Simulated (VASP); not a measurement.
# TaW4 (I4/m) in VASP: further runs, part 2 of 2

VASP 6.6.1.

## Step 3: Single point, PBE

This run uses another cell than the first one, of 17.21 Å³/atom.

INCAR

```
SYSTEM = TaW4
PREC = Accurate ; ENCUT = 520
EDIFF = 1E-6 ; ISMEAR = 0
SIGMA = 0.1 ; LREAL = .False.
LASPH = .True. ; NELM = 100
ALGO = Fast ; ISIF = 2
LWAVE = .False. ; LCHARG = .False.
GGA = PE ; NBANDS = 42
```

KPOINTS

```
regular mesh
0
Gamma
  6 6 6
  0 0 0
```

POSCAR

```
TaW4
1.0
   -3.2403392400      3.2403392400      2.0493704800
    3.2403392400     -3.2403392400      2.0493704800
    3.2403392400      3.2403392400     -2.0493704800
Ta W
1 4
Direct
    0.0000000000      0.0000000000      0.0000000000
    0.6000000000      0.8000000000      0.4000000000
    0.4000000000      0.2000000000      0.6000000000
    0.8000000000      0.4000000000      0.2000000000
    0.2000000000      0.6000000000      0.8000000000
```

Potentials or basis: VASP PAW PBE potentials, release 64 (Ta_pv, W_sv).

Launch:

```
$ cat potpaw_PBE.64/Ta_pv/POTCAR potpaw_PBE.64/W_sv/POTCAR > POTCAR
$ mpirun -np 1 vasp_std > vasp.out
```

OUTCAR:

```text
SYSTEM = TaW4
   PREC = Accurate
   ENCUT = 520
   EDIFF = 1E-6
   ISMEAR = 0
   LREAL = .False.
   LASPH = .True.
   NELM = 100
   ISIF = 2
   GGA = PE

 ion  position               nearest neighbor table
   1  0.000  0.000  0.000-   3 2.90   2 2.90   5 2.90   4 2.90   4 2.90   2 2.90   3 2.90   5 2.90
                             2 2.90   3 2.90   5 2.90   4 2.90
   2  0.600  0.800  0.400-   4 2.90   1 2.90   5 2.90   3 2.90   3 2.90   3 2.90   1 2.90   5 2.90
                             1 2.90   4 2.90   5 2.90   4 2.90
   3  0.400  0.200  0.600-   5 2.90   1 2.90   4 2.90   2 2.90   2 2.90   2 2.90   4 2.90   1 2.90
                             1 2.90   5 2.90   4 2.90   5 2.90
   4  0.800  0.400  0.200-   2 2.90   5 2.90   1 2.90   3 2.90   3 2.90   1 2.90   5 2.90   2 2.90
                             3 2.90   1 2.90   2 2.90   5 2.90
   5  0.200  0.600  0.800-   3 2.90   4 2.90   1 2.90   2 2.90   1 2.90   2 2.90   4 2.90   3 2.90
                             1 2.90   2 2.90   3 2.90   4 2.90

  LATTYP: Found a body centered tetragonal cell.
 ALAT       =     6.4806784800
 C/A-ratio  =     0.6324555326

  Lattice vectors:

 A1 = (  -3.2403392400,   3.2403392400,   2.0493704800)
 A2 = (   3.2403392400,  -3.2403392400,   2.0493704800)
 A3 = (   3.2403392400,   3.2403392400,  -2.0493704800)
[... 187 lines left out ...]
 fundamental gap:      0.0123692637
 Fermi energy:         9.1767130053

 k-point     1 :       0.0000    0.0000    0.0000
  band No.  band energies     occupation
      1     -64.5768      2.00000
      2     -64.4915      2.00000
      3     -64.4915      2.00000
      4     -64.4915      2.00000
      5     -29.0481      2.00000
      6     -29.0297      2.00000
[... 1069 lines left out ...]
     41      12.2979      0.00000
     42      12.4481      0.00000

 [... further k-points ...]

------------------------ aborting loop because EDIFF is reached ----------------------------------------

  FORCE on cell =-STRESS in cart. coord.  units (eV):
  Direction    XX          YY          ZZ          XY          YZ          ZX
  --------------------------------------------------------------------------------------
  -------------------------------------------------------------------------------------
  Total       -2.4826010     -2.4826010     -2.4738624     -0.0000001      0.0000000      0.0000000
  in kB      -46.2121407    -46.2121407    -46.0494767     -0.0000009      0.0000000      0.0000000
  external PRESSURE =     -46.1579194 kB  Pullay stress =       0.0000000 kB

 VOLUME and BASIS-vectors are now :
 -----------------------------------------------------------------------------
  energy-cutoff  :      520.00
  volume of cell :       86.07
      direct lattice vectors                 reciprocal lattice vectors
    -3.240339240  3.240339240  2.049370480     0.000000000  0.154304831  0.243977360
     3.240339240 -3.240339240  2.049370480     0.154304831  0.000000000  0.243977360
     3.240339240  3.240339240 -2.049370480     0.154304831  0.154304831  0.000000000

 POSITION                                       TOTAL-FORCE (eV/Angst)
 -----------------------------------------------------------------------------------
      0.00000      0.00000      0.00000        -0.000000      0.000000      0.000000
      1.94420      0.64807      2.04937         0.162071     -0.172471      0.000000
      1.29614      2.59227      0.00000        -0.162071      0.172471     -0.000000
     -0.64807      1.94420      2.04937         0.172471      0.162071      0.000000
      3.88841      1.29614      0.00000        -0.172471     -0.162071     -0.000000
 -----------------------------------------------------------------------------------
    total drift:                               -0.000000      0.000000      0.000000

  FREE ENERGIE OF THE ION-ELECTRON SYSTEM (eV)
  ---------------------------------------------------
  free  energy   TOTEN  =       -61.3450378262 eV

  energy  without entropy=      -61.3109135596  energy(sigma->0) =      -61.32797569
```

OSZICAR:

```text
N       E                     dE             d eps       ncg     rms          rms(c)
DAV:   1     0.857655137612E+03    0.85766E+03   -0.38771E+04  3032   0.181E+03
DAV:   2    -0.176196615606E+02   -0.87527E+03   -0.85581E+03  3160   0.578E+02
DAV:   3    -0.630690287119E+02   -0.45449E+02   -0.43155E+02  3662   0.126E+02
DAV:   4    -0.644608039873E+02   -0.13918E+01   -0.13519E+01  3592   0.198E+01
DAV:   5    -0.644924950362E+02   -0.31691E-01   -0.31609E-01  3656   0.292E+00    0.378E+01
RMM:   6    -0.619630805534E+02    0.25294E+01   -0.37622E+00  3139   0.111E+01    0.150E+01
RMM:   7    -0.613464267166E+02    0.61665E+00   -0.26072E+00  3378   0.847E+00    0.158E+00
RMM:   8    -0.613470284445E+02   -0.60173E-03   -0.38654E-01  3786   0.264E+00    0.133E+00
RMM:   9    -0.613438259447E+02    0.32025E-02   -0.74653E-02  4143   0.122E+00    0.265E-01
RMM:  10    -0.613448598635E+02   -0.10339E-02   -0.16581E-02  4259   0.449E-01    0.831E-02
RMM:  11    -0.613450108724E+02   -0.15101E-03   -0.24213E-03  4401   0.191E-01    0.453E-02
RMM:  12    -0.613450356618E+02   -0.24789E-04   -0.44305E-04  4324   0.859E-02    0.170E-02
RMM:  13    -0.613450372532E+02   -0.15914E-05   -0.60714E-05  4037   0.382E-02    0.713E-03
RMM:  14    -0.613450372560E+02   -0.28303E-08   -0.17155E-05  3965   0.203E-02    0.373E-03
RMM:  15    -0.613450378262E+02   -0.57018E-06   -0.30329E-06  2710   0.932E-03
   1 F= -.61345038E+02 E0= -.61327976E+02  d E =-.341243E-01
```

stdout:

```text
POSCAR found type information on POSCAR TaW
 POSCAR found :  2 types and       5 ions
 scaLAPACK will be used
 LDA part: xc-table for (Slater+PW92), standard interpolation
 POSCAR, INCAR and KPOINTS ok, starting setup
 FFT: planning ... GRIDC
 FFT: planning ... GRID_SOFT
 FFT: planning ... GRID
 WAVECAR not read
 entering main loop
```

Run time: 6.4 min. Hardware: 1 thread of Intel Xeon 8259CL, shared host; peak memory 0.3 GiB.

Results:

| Item | Value |
| --- | --- |
| Free energy | -61.3450 eV |
| Pressure | -4.6 GPa |
| Largest force | 0.237 eV/Å |
| Band gap on the k mesh | zero (an odd number of electrons rules out a gap without spin polarisation) |

Forces on the atoms (eV/Å):
```
Ta   0.000  0.000  0.000
W    0.162 -0.172  0.000
W   -0.162  0.172  0.000
W    0.172  0.162  0.000
W   -0.172 -0.162  0.000
```

Caveat: the cell stands under tension; spin-orbit coupling is left out, which moves the levels of the heavy elements.

## Step 4: Relaxation of cell and atoms, PBE

This run uses another cell than the first one, of 17.21 Å³/atom.

INCAR

```
SYSTEM = TaW4
ALGO = Fast
EDIFF = 1E-7
EDIFFG = -0.04
ENCUT = 600
GGA = PE
IBRION = 2
ISIF = 3
ISMEAR = 0
LASPH = .True.
LCHARG = .False.
LREAL = .False.
LWAVE = .False.
NELM = 80
NSW = 90
PREC = Accurate
SIGMA = 0.1
```

KPOINTS

```
k-points
0
Gamma
  6 6 6
  0 0 0
```

POSCAR is that of step 3.

Launch:

```
$ cat potpaw_PBE.64/Ta_pv/POTCAR potpaw_PBE.64/W_sv/POTCAR > POTCAR
$ mpirun -np 1 vasp_std > vasp.out
```

It took 45 min on 1 thread of Intel Xeon 8259CL, shared host; peak memory 0.33 GiB.

It converged, with:

| Quantity | Value |
| --- | --- |
| Free energy | -61.3821 eV |
| Relaxed volume | 16.91 Å³/atom |
| Relaxed cell | a = 4.992 Å, b = 4.992 Å, c = 4.992 Å, α = 99.54°, β = 99.54°, γ = 131.95° |
| Space group after relaxing (to 0.1 Å) | I4/m (No. 87) |
| Energy gained by relaxing | 7.3 meV/atom |
| Ionic steps | 10 |
| Pressure after relaxing | 0.0 GPa |
| Largest force after relaxing | 0.004 eV/Å |
| Band gap on the k mesh | zero (an odd number of electrons rules out a gap without spin polarisation) |

Forces on the atoms (eV/Å):
```
Ta   0.000  0.000  0.000
W    0.003  0.002  0.000
W   -0.003 -0.002  0.000
W   -0.002  0.003  0.000
W    0.002 -0.003  0.000
```

Stress tensor (GPa, compression positive):
```
 0.12  0.00  0.00
 0.00  0.12  0.00
 0.00  0.00 -0.27
```

The path:
```csv
step,energy change (eV),largest force (eV/Å),pressure (GPa),volume (Å³)
1,0.0000,0.2368,-4.59,86.07
2,0.1790,0.1225,15.83,80.07
3,-0.0252,0.2132,0.14,84.47
4,-0.0252,0.2126,0.26,84.43
5,-0.0309,0.1145,0.15,84.46
6,-0.0323,0.1149,0.10,84.49
7,-0.0344,0.0807,-0.32,84.62
8,-0.0355,0.0347,-0.89,84.81
9,-0.0363,0.0182,-0.51,84.68
10,-0.0367,0.0041,-0.01,84.53
```

Final structure:
```yaml
crystal:
  lattice:
    - [-3.22422, 3.22422, 2.03274]
    - [3.22422, -3.22422, 2.03274]
    - [3.22422, 3.22422, -2.03274]
  atoms:
    - { symbol: Ta, position: [0.00000, 0.00000, 0.00000] }
    - { symbol: W, position: [0.59480, 0.80062, 0.39542] }
    - { symbol: W, position: [0.40520, 0.19938, 0.60458] }
    - { symbol: W, position: [0.80062, 0.40520, 0.20582] }
    - { symbol: W, position: [0.19938, 0.59480, 0.79418] }
```

Levels at points of the mesh, in eV from the Fermi level:
```csv
k point,band 29,band 30,band 31,band 32,band 33,band 34,band 35,band 36,band 37,band 38
"(0.00, 0.00, 0.00)",-1.79,-1.78,-1.78,-1.73,-0.41,-0.41,-0.31,1.87,1.94,1.94
"(0.50, 0.00, 0.00)",-1.55,-1.47,-1.04,-0.78,-0.63,-0.59,0.61,0.66,1.13,1.14
"(0.50, 0.50, 0.00)",-2.00,-1.01,-0.94,-0.30,-0.01,0.76,1.21,1.28,1.35,1.69
"(0.50, 0.50, 0.50)",-2.81,-1.12,-1.12,-0.67,-0.52,2.13,2.13,2.27,2.41,2.50
```

Caveat: spin-orbit coupling is left out, which moves the levels of the heavy elements.

## Step 5: Single point, PBE

INCAR

```
SYSTEM = TaW4
PREC     = Accurate       ! precision mode
ENCUT    = 520            ! plane-wave cutoff, eV
EDIFF    = 1E-6           ! SCF threshold, eV
ISMEAR   = 0              ! smearing method
SIGMA    = 0.1            ! smearing width, eV
LREAL    = .FALSE.        ! projectors in reciprocal space
LASPH    = .TRUE.         ! aspherical terms in the spheres
NELM     = 60             ! most SCF steps
ALGO     = Fast           ! electronic algorithm
ISIF     = 2              ! what is computed and relaxed
LWAVE    = .FALSE.        ! write WAVECAR
LCHARG   = .FALSE.        ! write CHGCAR
GGA      = PE             ! functional
NBANDS   = 42             ! bands
```

KPOINTS

```
Automatic mesh
0
G
  10 10 10
  0 0 0
```

POSCAR

```
TaW4
1.0
   -3.0191099275      3.0191099275      2.3168258832
    3.0191099275     -3.0191099275      2.3168258832
    3.0191099275      3.0191099275     -2.3168258832
Ta W
1 4
Direct
    0.0000000000      0.0000000000      0.0000000000
    0.4115562765      0.7983064771      0.2098627536
    0.5884437235      0.2016935229      0.7901372464
    0.2016935229      0.4115562765      0.6132497993
    0.7983064771      0.5884437235      0.3867502007
```

Launch:

```
$ cat potpaw_PBE.64/Ta_pv/POTCAR potpaw_PBE.64/W_sv/POTCAR > POTCAR
$ mpirun -np 1 vasp_std > vasp.out
```

Run time: 16 min. Hardware: 1 thread of Intel Xeon 8259CL, shared host; peak memory 0.51 GiB.

It converged, with:

```
Free energy            : -62.2314 eV
Pressure               : 0.4 GPa
Largest force          : 0.015 eV/Å
Band gap on the k mesh : zero (an odd number of electrons rules out a gap without spin polarisation)
```

Forces on the atoms (eV/Å):
```
Ta   0.000  0.000  0.000
W    0.001 -0.015  0.000
W   -0.001  0.015  0.000
W   -0.015 -0.001  0.000
W    0.015  0.001  0.000
```

Stress tensor (GPa, compression positive):
```
0.50 0.00 0.00
0.00 0.50 0.00
0.00 0.00 0.20
```

Levels at points of the mesh, in eV from the Fermi level:
| k point | band 30 | band 31 | band 32 | band 33 | band 34 | band 35 | band 36 | band 37 |
| --- | --- | --- | --- | --- | --- | --- | --- | --- |
| (0.00, 0.00, 0.00) | -1.57 | -1.57 | -1.29 | -1.24 | 0.06 | 0.59 | 0.59 | 2.04 |
| (0.50, 0.00, 0.00) | -1.94 | -1.83 | -1.44 | -1.14 | 0.49 | 0.62 | 1.06 | 1.54 |
| (0.50, 0.50, 0.00) | -2.04 | -1.90 | -1.27 | -0.66 | 1.35 | 1.57 | 1.65 | 1.66 |
| (0.50, 0.50, 0.50) | -1.21 | -1.21 | -0.32 | -0.27 | 0.56 | 1.53 | 1.63 | 1.63 |

Caveat: spin-orbit coupling is left out, which moves the levels of the heavy elements.

## Step 6: Overview

| task | cell | k mesh | cutoff (eV) | gap on the mesh (eV) | pressure (GPa) | largest force (eV/Å) |
| --- | --- | --- | --- | --- | --- | --- |
| single point | a = 4.860 Å, angles 103.2, 103.2, 123.0°, 5 atoms, atomic positions A | 6 × 6 × 6 | 520 | none | 0.2 | 0.03 |
| single point | a = 5.020 Å, angles 99.6, 99.6, 131.8°, 5 atoms, atomic positions B | 6 × 6 × 6 | 520 | none | -4.6 | 0.24 |
| relaxation of cell and atoms | relaxed from a = 5.020 Å, angles 99.6, 99.6, 131.8°, 5 atoms, atomic positions B | 6 × 6 × 6 | 600 | none | 0.0 | - |
| single point | a = 4.858 Å, angles 103.1, 103.1, 123.0°, 5 atoms, atomic positions C | 10 × 10 × 10 | 520 | none | 0.4 | 0.02 |

Alike in all rows: level PBE; potentials or basis VASP PAW PBE potentials, release 64 (Ta_pv, W_sv); no spin polarisation; smearing gaussian 0.1 eV.

Caveats: spin-orbit coupling is left out, which moves the levels of the heavy elements; the cell stands under tension (at least some runs).

Absolute energies hang on the potentials; compare differences alone.

The gap in the log of VASP goes by the Fermi energy; the results here count the filled bands.